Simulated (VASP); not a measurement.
Runs of VASP 6.6.1 on CdTe. Symmetry: F-43m, No. 216, cubic system. Conventional cell: a = 6.560 Å, b = 6.560 Å, c = 6.560 Å, α = 90.00°, β = 90.00°, γ = 90.00°. Within 3.7 Å of Cd (site symmetry -43m) lie 4 Te at 2.84 Å. Within 3.7 Å of Te (site symmetry -43m) lie 4 Cd at 2.84 Å. 

| level | potentials or basis | k mesh | cutoff (eV) | smearing | grid for exact exchange (PRECFOCK) | screening parameter | gap on the mesh (eV) | pressure (GPa) |
| --- | --- | --- | --- | --- | --- | --- | --- | --- |
| LDA | VASP PAW LDA potentials, release 64 (Cd, Te) | 2 × 2 × 2 | 500 | gaussian 0.01 eV | - | - | 0.25 | (c) |
| HSE06 | VASP PAW PBE potentials, release 64 (Cd, Te) | 2 × 2 × 2 | 400 | gaussian 0.01 eV | Normal | 0.2079 1/Å | 1.59 | (b) |
| HSE06 | VASP PAW PBE potentials, release 64 (Cd, Te) | 4 × 4 × 4 | 520 | methfessel-paxton 0.001 eV | Normal | 0.2079 1/Å | 1.44 | (a) |
| PBE | VASP PAW PBE potentials, release 64 (Cd, Te) | 4 × 4 × 4 | 500 | fermi-dirac 0.5 eV | - | - | - | 1.9 |
| PBEsol | VASP PAW PBE potentials, release 64 (Cd, Te) | 4 × 4 × 4 | 500 | gaussian 0.01 eV | - | - | 0.54 | -0.9 |

Alike in all rows: task single point; no spin polarisation; cell as given.

Q: Estimate the missing entries.

A: (a) 0.2; (b) 2.8; (c) 0.9.

Caveats: some runs use coarse meshes; spin-orbit coupling is left out, which moves the levels of the heavy elements; the PAW data sets were made with another functional, which shifts forces and pressure a little (some runs).

A k mesh can miss the band edges, and the runs leave out spin-orbit coupling on Cd, Te.
